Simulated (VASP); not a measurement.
Wanted: the native input for a VASP 6.6.1 run.

```yaml
Task: single point
Functional: RPBE
Dispersion: D4
Potentials_or_basis: VASP PAW PBE potentials, release 64 (Zr_sv)
Cutoff: 520 eV
k_mesh: 9 × 9 × 5
Occupations: fermi-dirac, width 0.05 eV
Spin: no spin polarisation
Dipole_correction: no
Further_INCAR_settings: ALGO = Normal; EDIFF = 1e-06; NBANDS = 19
```

The structure of Zr lies in POSCAR:

```
Zr
1.0
    3.2287658917      0.0000000000      0.0000000000
   -1.6143829458      2.7961932850      0.0000000000
    0.0000000000      0.0000000000      5.1808922593
Zr
2
Direct
    0.6666666667      0.3333333333      0.7500000000
    0.3333333333      0.6666666667      0.2500000000
```

These files were run (other wordings do the same):

INCAR

```
SYSTEM = Zr
PREC = Accurate ; ENCUT = 520
EDIFF = 1E-6 ; ISMEAR = -1
SIGMA = 0.05 ; LREAL = .False.
LASPH = .True. ; NELM = 100
ALGO = Normal ; ISIF = 2
LWAVE = .False. ; LCHARG = .False.
GGA = RP ; IVDW = 13
NBANDS = 19
```

KPOINTS

```
regular mesh
0
Gamma
  9 9 5
  0 0 0
```

Potentials or basis: VASP PAW PBE potentials, release 64 (Zr_sv).

The run is started by

```sh
$ cat potpaw_PBE.64/Zr_sv/POTCAR > POTCAR
$ mpirun -np 1 vasp_std > vasp.out
```

Results of the run:

```yaml
Pressure: -0.1 GPa
Band_gap_on_the_k_mesh: zero (band 12 reaches 9.91 eV, above the bottom of band 13 at 8.76 eV)
Dispersion_energy_per_atom: -0.336 eV
```

Caveat: the PAW data sets were made with another functional, which shifts forces and pressure a little; pairwise dispersion overbinds metals, which lowers pressure and volume.

Wall time 12 s on 1 thread of Intel(R) Xeon(R) Platinum 8559C (Emerald Rapids) (shared host), peak memory 0.16 GiB.
